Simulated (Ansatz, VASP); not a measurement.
**Two plane-wave programs on SrCl2**

```
Sr Cl
1.0
     0.00000    3.42606    3.42606
     3.42606    0.00000    3.42606
     3.42606    3.42606    0.00000
Sr Cl
1 2
Direct
  0.00000 0.00000 0.00000
  0.25000 0.25000 0.25000
  0.75000 0.75000 0.75000
```

Alike in both runs: task single point; functional r2SCAN; k mesh 6 × 6 × 6; occupations gaussian, width 0.02 eV; no spin polarisation.

|  | VASP | Ansatz |
| --- | --- | --- |
| version | VASP 6.6.1 | Ansatz 0.2.0 |
| potentials or method | VASP PAW PBE potentials, release 64 (Sr_sv, Cl), cutoff 520 eV | scalar-relativistic, plane waves, PAW |
| valence electrons in the cell | 24 | 24 |

|  | VASP | Ansatz | Ansatz less VASP |
| --- | --- | --- | --- |
| gap on the k mesh at the Fermi level (eV) | 5.95 | 5.95 | -0.001 |
| least direct gap on the mesh (eV) | 5.95 | 5.95 | -0.001 |
| pressure (GPa) | 2.7 | 2.7 | -0.07 |

VASP's potentials were made for PBE, not for r2SCAN.
